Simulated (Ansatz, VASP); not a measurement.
## SrCl2: VASP beside Ansatz

```
Sr Cl
1.0
     0.00000    3.41435    3.41435
     3.41435    0.00000    3.41435
     3.41435    3.41435    0.00000
Sr Cl
1 2
Direct
  0.00000 0.00000 0.00000
  0.25000 0.25000 0.25000
  0.75000 0.75000 0.75000
```

Change from the starting cell: volume scaled by 0.94, PAW files.

Alike in both runs: task electric field gradients; functional LDA; k mesh 8 × 8 × 8; occupations fermi-dirac, width 0.01 eV; no spin polarisation.

|  | VASP | Ansatz |
| --- | --- | --- |
| version | VASP 6.6.1 | Ansatz 0.2.0 |
| potentials or method | VASP PAW LDA potentials, release 64 (Sr_sv, Cl) | PAW with Ansatz's default frozen-core files, scalar-relativistic |
| plane-wave cutoff (eV) | 520 | 420 |
| valence electrons in the cell | 24 | 24 |

VASP gave:

| Quantity | Value |
| --- | --- |
| gap on the k mesh at the Fermi level (eV) | 5.11 |
| pressure (GPa) | -0.4 |

Problem. Estimate Ansatz's values.

Solution. gap on the k mesh at the Fermi level (eV): 5.11; pressure (GPa): -0.5.

LDA's correlation is that of Perdew and Zunger in VASP and of Perdew and Wang (1992) in Ansatz.
